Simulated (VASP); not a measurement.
# CdI2 (P-3m1) in VASP: further runs, part 2 of 2

VASP 6.6.1. The steps go on from the part before.

### Step 3. Relaxation of shape and atoms at fixed volume, PBEsol

This run uses another cell than the first one, of 28.53 Å³/atom.

INCAR

```
SYSTEM = CdI2
PREC = Accurate
ENCUT = 500
EDIFF = 1E-7
ISMEAR = -1
SIGMA = 0.03
LREAL = .False.
LASPH = .True.
NELM = 120
ALGO = Normal
ISIF = 4
LWAVE = .False.
LCHARG = .False.
GGA = PS
IBRION = 2
NSW = 50
EDIFFG = -0.01
GGA_COMPAT = .False.
NELMIN = 4
```

KPOINTS

```
Automatic mesh
0
Gamma
  8 8 4
  0 0 0
```

POSCAR

```
CdI2
1.0
    3.9397806020      0.0000000000      0.0000000000
   -1.9698903010      3.4119500867      0.0000000000
    0.0000000000      0.0000000000      6.3673315620
Cd I
1 2
Direct
    0.0000000000      0.0000000000      0.0000000000
    0.3333333333      0.6666666667      0.2492000000
    0.6666666667      0.3333333333      0.7508000000
```

Potentials or basis: VASP PAW PBE potentials, release 64 (Cd, I).

Launch:

```console
cat potpaw_PBE.64/Cd/POTCAR potpaw_PBE.64/I/POTCAR > POTCAR
mpirun -np 1 vasp_std > vasp.out
```

OUTCAR:

```text
SYSTEM = CdI2
   PREC = Accurate
   ENCUT = 500
   EDIFF = 1E-7
   ISMEAR = -1
   LREAL = .False.
   LASPH = .True.
   NELM = 120
   ISIF = 4
   GGA = PS
   IBRION = 2
   NSW = 50
   EDIFFG = -0.01
   NELMIN = 4

 ion  position               nearest neighbor table
   1  0.000  0.000  0.000-   2 2.77   3 2.77   3 2.77   2 2.77   3 2.77   2 2.77
   2  0.333  0.667  0.249-   1 2.77   1 2.77   1 2.77
   3  0.667  0.333  0.751-   1 2.77   1 2.77   1 2.77

  LATTYP: Found a hexagonal cell.
 ALAT       =     3.9397806020
 C/A-ratio  =     1.6161639962

  Lattice vectors:

 A1 = (   3.9397806020,   0.0000000000,   0.0000000000)
 A2 = (  -1.9698903010,   3.4119500867,   0.0000000000)
 A3 = (   0.0000000000,   0.0000000000,   6.3673315620)

Analysis of symmetry for initial positions (statically):
=====================================================================
 Subroutine PRICEL returns:
 Original cell was already a primitive cell.

 Routine SETGRP: Setting up the symmetry group for a
 hexagonal supercell.

 Subroutine GETGRP returns: Found 12 space group operations
 (whereof 12 operations were pure point group operations)
 out of a pool of 24 trial point group operations.

The static configuration has the point symmetry D_3d.

Analysis of symmetry for dynamics (positions and initial velocities):
=====================================================================
 Subroutine PRICEL returns:
 Original cell was already a primitive cell.

 Routine SETGRP: Setting up the symmetry group for a
 hexagonal supercell.

 Subroutine GETGRP returns: Found 12 space group operations
 (whereof 12 operations were pure point group operations)
 out of a pool of 24 trial point group operations.

The dynamic configuration has the point symmetry D_3d.

[... 120 lines left out ...]
     AMIX_MAG =   1.60;   BMIX_MAG =  1.00
  volume/ion in A,a.u.               =      28.53       192.53
  Fermi-wavevector in a.u.,A,eV,Ry     =   1.100496  2.079636 16.477906  1.211092
  Thomas-Fermi vector in A             =   2.236908
   LORBIT       =      0    0 simple, 1 ext, 2 COOP (PROOUT), +10 PAW based schemes
   GGA     = PS    functional components
   LHFCALC =     F    Hartree Fock is set to
   AEXX    =    0.0000 exact exchange contribution
   IVDW    =     0    specifies the selected vdW correction
   LEPSILON=     F    determine dielectric tensor
   LRPA    =     F    only Hartree local field effects (RPA)
 conjugate gradient relaxation of ions
 non-spin polarized calculation
  energy-cutoff  :      500.00
  volume of cell :       85.59
 maximum number of plane-waves:      2195
 NGX is ok and might be reduce to    30
   NGX = 15   NGY = 15   NGZ = 23

--------------------------------------- Ionic step        1  -------------------------------------------

 number of electron      25.9999997 magnetization

 Free energy of the ion-electron system (eV)
  ---------------------------------------------------
  ext. energy  EPLUGINS =         0.00000000
  ---------------------------------------------------
  free energy    TOTEN  =        -5.70674567 eV

  energy without entropy =       -5.70674567  energy(sigma->0) =       -5.70674567

------------------------ aborting loop because EDIFF is reached ----------------------------------------

  FORCE on cell =-STRESS in cart. coord.  units (eV):
  Direction    XX          YY          ZZ          XY          YZ          ZX
  --------------------------------------------------------------------------------------
  -------------------------------------------------------------------------------------
  Total        6.9305752      6.9305752      6.7765063      0.0000000      0.0000000      0.0000000
  in kB      129.7321725    129.7321725    126.8481854      0.0000000      0.0000000      0.0000000
  external PRESSURE =     128.7708435 kB  Pullay stress =       0.0000000 kB
[... 172 lines left out ...]
--------------------------------------- Ionic step        6  -------------------------------------------

 number of electron      25.9999998 magnetization

 Free energy of the ion-electron system (eV)
  ---------------------------------------------------
  ext. energy  EPLUGINS =         0.00000000
  ---------------------------------------------------
  free energy    TOTEN  =        -6.00592007 eV

  energy without entropy =       -6.00592007  energy(sigma->0) =       -6.00592007

 E-fermi :   5.1390     XC(G=0):  -9.8860

 val. band max:        4.5085849804   @ k =   0.1250  -0.0000   0.0000
 cond. band min:       6.4119732358   @ k =   0.3750   0.2500   0.0000
 fundamental gap:      1.9033882554
 Fermi energy:         5.1389748188

 k-point     1 :       0.0000    0.0000    0.0000
  band No.  band energies     occupation
      1      -8.9577      2.00000
      2      -7.6249      2.00000
      3      -3.6780      2.00000
      4      -3.6780      2.00000
      5      -3.5913      2.00000
      6      -3.4047      2.00000
[... 457 lines left out ...]
      4      -3.5002      2.00000
      5      -3.4168      2.00000
      6      -3.3253      2.00000
[... 9 lines left out ...]
     16      10.7271      0.00000
     17      11.4054      0.00000

 [... further k-points ...]
[... 5 lines left out ...]
  --------------------------------------------------------------------------------------
  -------------------------------------------------------------------------------------
  Total        4.0667211      4.0667211      4.0527355     -0.0000000      0.0000000     -0.0000000
  in kB       76.1242098     76.1242098     75.8624171     -0.0000000      0.0000000     -0.0000000
  external PRESSURE =      76.0369455 kB  Pullay stress =       0.0000000 kB
[... 18 lines left out ...]
  FREE ENERGIE OF THE ION-ELECTRON SYSTEM (eV)
  ---------------------------------------------------
  free  energy   TOTEN  =        -6.0059200688 eV

  energy  without entropy=       -6.0059200688  energy(sigma->0) =       -6.00592007

 reached required accuracy - stopping structural energy minimisation
```

CONTCAR:

```text
CdI2
   1.00000000000000
     3.9792158113924541   -0.0000000000000000    0.0000000000000000
    -1.9896079056962270    3.4461019798709143   -0.0000000000000000
    -0.0000000000000000    0.0000000000000000    6.2417526327693631
  Cd              I
     1     2
Direct
     0.0000000000000000    0.0000000000000000    1.0000000000000000
     0.3333333332999970    0.6666666667000030    0.2771699598011682
     0.6666666667000030    0.3333333332999970    0.7228300401988319

  0.00000000E+00  0.00000000E+00  0.00000000E+00
  0.00000000E+00  0.00000000E+00  0.00000000E+00
  0.00000000E+00  0.00000000E+00  0.00000000E+00
```

Run time: 3.8 min. Hardware: 1 thread of Intel Xeon Platinum 8488C (Sapphire Rapids), shared host; peak memory 0.23 GiB.

What came out:

```
Free energy               : -6.0059 eV
Energy gained by relaxing : 99.7 meV/atom
Ionic steps               : 6
Pressure after relaxing   : 7.6 GPa
Band gap on the k mesh    : 1.90 eV (least direct gap 2.68 eV)
```

Forces in eV/Å, atoms in the order of the input:
```
Cd   0.000  0.000  0.000
I    0.000  0.000  0.002
I    0.000  0.000 -0.002
```

The path:
```
step  energy change (eV)  largest force (eV/Å)  pressure (GPa)  volume (Å³)
   1              0.0000                1.7151           12.88        85.59
   2             -0.2137                0.8771            9.99        85.59
   3             -0.2948                0.0449            7.43        85.59
   4             -0.2949                0.0060            7.52        85.59
   5             -0.2977                0.0020            7.55        85.59
   6             -0.2992                0.0024            7.60        85.59
```

Final structure:
```
Cd I
1.0
     3.97922    0.00000    0.00000
    -1.98961    3.44610    0.00000
     0.00000    0.00000    6.24175
Cd I
1 2
Direct
  0.00000 0.00000 0.00000
  0.33333 0.66667 0.27717
  0.66667 0.33333 0.72283
```

Caveat: the PAW data sets were made with another functional, which shifts forces and pressure a little; spin-orbit coupling is left out, which moves the levels of the heavy elements.

### Step 4. Relaxation of shape and atoms at fixed volume, PBEsol

This run uses another cell than the first one, of 35.66 Å³/atom.

INCAR

```
SYSTEM = CdI2
PREC     = Accurate       ! precision mode
ENCUT    = 500            ! plane-wave cutoff, eV
EDIFF    = 1E-7           ! SCF threshold, eV
ISMEAR   = -1             ! smearing method
SIGMA    = 0.03           ! smearing width, eV
LREAL    = .False.        ! projectors in reciprocal space
LASPH    = .True.         ! aspherical terms in the spheres
NELM     = 120            ! most SCF steps
ALGO     = Normal         ! electronic algorithm
ISIF     = 4              ! what is computed and relaxed
LWAVE    = .False.        ! write WAVECAR
LCHARG   = .False.        ! write CHGCAR
GGA      = PS             ! functional
IBRION   = 2              ! ionic algorithm
NSW      = 50             ! ionic steps
EDIFFG   = -0.01          ! ionic threshold
GGA_COMPAT= .False.      
NELMIN   = 4
```

KPOINTS is that of step 3.

POSCAR

```
CdI2
1.0
    4.2440000000      0.0000000000      0.0000000000
   -2.1220000000      3.6754118137      0.0000000000
    0.0000000000      0.0000000000      6.8590000000
Cd I
1 2
Direct
    0.0000000000      0.0000000000      0.0000000000
    0.3333333333      0.6666666667      0.2492000000
    0.6666666667      0.3333333333      0.7508000000
```

Launch:

```console
cat potpaw_PBE.64/Cd/POTCAR potpaw_PBE.64/I/POTCAR > POTCAR
mpirun -np 1 vasp_std > vasp.out
```

It took 3.6 min on 1 thread of Intel Xeon Platinum 8488C (Sapphire Rapids), shared host; peak memory 0.25 GiB.

It converged, with:

| Item | Value |
| --- | --- |
| Free energy | -6.3768 eV |
| Energy gained by relaxing | 0.6 meV/atom |
| Ionic steps | 6 |
| Pressure after relaxing | 0.1 GPa |
| Largest force after relaxing | 0.005 eV/Å |
| Band gap on the k mesh | 2.30 eV (least direct gap 2.55 eV) |

Forces on the atoms (eV/Å):
```
Cd   0.000  0.000  0.000
I    0.000  0.000  0.005
I    0.000  0.000 -0.005
```

The path:
| step | energy change (eV) | largest force (eV/Å) | pressure (GPa) | volume (Å³) |
| --- | --- | --- | --- | --- |
| 1 | 0.0000 | 0.0697 | -0.26 | 106.99 |
| 2 | -0.0006 | 0.0561 | -0.20 | 106.99 |
| 3 | -0.0015 | 0.0218 | -0.05 | 106.99 |
| 4 | -0.0015 | 0.0483 | 0.25 | 106.99 |
| 5 | -0.0018 | 0.0131 | 0.10 | 106.99 |
| 6 | -0.0019 | 0.0046 | 0.09 | 106.99 |

Final structure:
```xyz
3
Lattice="4.2248 0.0000 0.0000 -2.1124 3.6587 0.0000 0.0000 0.0000 6.9216" Properties=species:S:1:pos:R:3 pbc="T T T"
Cd    2.1124    3.6587    6.9216
I     0.0000    2.4392    1.7049
I     2.1124    1.2196    5.2167
```

Levels at points of the mesh, in eV from the valence-band top:
| k point | band 9 | band 10 | band 11 | band 12 | band 13 | band 14 | band 15 | band 16 | band 17 |
| --- | --- | --- | --- | --- | --- | --- | --- | --- | --- |
| (0.00, 0.00, 0.00) | -0.33 | -0.33 | -0.21 | -0.15 | -0.15 | 2.41 | 4.32 | 6.25 | 6.25 |
| (0.50, 0.00, 0.00) | -2.89 | -2.03 | -1.57 | -0.72 | -0.15 | 2.59 | 4.87 | 5.82 | 6.47 |
| (0.00, 0.00, 0.50) | -1.63 | -0.44 | -0.44 | -0.02 | -0.02 | 3.54 | 4.36 | 6.06 | 6.06 |
| (0.50, 0.00, 0.50) | -3.29 | -1.39 | -1.31 | -0.52 | -0.44 | 2.30 | 4.80 | 5.70 | 6.44 |

Caveat: the PAW data sets were made with another functional, which shifts forces and pressure a little; spin-orbit coupling is left out, which moves the levels of the heavy elements; this functional lacks dispersion, which binds the layers, so the pressure and a relaxed spacing across them are unreliable. A k mesh can miss the band edges.

### Step 5. Summary

| cell | gap on the mesh (eV) | pressure (GPa) |
| --- | --- | --- |
| relaxed from a = 3.580, b = 3.580, c = 5.785 Å, angles 90.0, 90.0, 120.0°, 3 atoms | 0.05 | 39.1 |
| relaxed from a = 3.940, b = 3.940, c = 6.367 Å, angles 90.0, 90.0, 120.0°, 3 atoms | 1.90 | 7.6 |
| relaxed from a = 4.244, b = 4.244, c = 6.859 Å, angles 90.0, 90.0, 120.0°, 3 atoms | 2.30 | 0.1 |

Alike in all rows: task relaxation of shape and atoms at fixed volume; level PBEsol; potentials or basis VASP PAW PBE potentials, release 64 (Cd, I); no spin polarisation; k mesh 8 × 8 × 4; cutoff (eV) 500; smearing fermi-dirac 0.03 eV.

Caveats: the PAW data sets were made with another functional, which shifts forces and pressure a little; spin-orbit coupling is left out, which moves the levels of the heavy elements; this functional lacks dispersion, which binds the layers, so the pressure and a relaxed spacing across them are unreliable (at least some runs).

Total energies depend on the potentials used, so only differences within one code and one set of settings carry meaning.
